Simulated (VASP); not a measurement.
A run of VASP 6.6.1 is set up as follows.

The input INCAR:

```
PREC = Accurate
ENCUT = 520
EDIFF = 1E-6
ISMEAR = -1
SIGMA = 0.02
LREAL = F
LASPH = T
NELM = 60
ALGO = Normal
ISIF = 2
LWAVE = F
LCHARG = F
GGA = PE
NBANDS = 36
```

File KPOINTS:

```
Automatic mesh
0
Gamma
  6 6 4
```

POSCAR

```
Sn
1.0
    4.6581162860      0.0000000000      0.0000000000
   -2.3290581430      4.0340470374      0.0000000000
    0.0000000000      0.0000000000      7.5948571352
Sn
4
Direct
    0.3333333333      0.6666666667     -0.0004822800
    0.6666666667      0.3333333333      0.4995177200
    0.3333333333      0.6666666667      0.3754822800
    0.6666666667      0.3333333333      0.8754822800
```

Potentials or basis: VASP PAW PBE potentials, release 64 (Sn_d).

The run is started by

```console
$ cat potpaw_PBE.64/Sn_d/POTCAR > POTCAR
$ mpirun -np 1 vasp_std > vasp.out
```

Predict the largest force.

0.035 eV/Å.

Predict the band gap on the k mesh.

zero (band 28 reaches 5.24 eV, above the bottom of band 29 at 5.08 eV).

Predict the pressure.

1.2 GPa.

Forces on the atoms (eV/Å):
```
Sn   0.000  0.000 -0.035
Sn   0.000  0.000 -0.035
Sn   0.000  0.000  0.035
Sn   0.000  0.000  0.035
```

Caveat: the cell differs from its parent crystal (epitaxial xy strain +0.5%); spin-orbit coupling is left out, which moves the levels of the heavy elements.
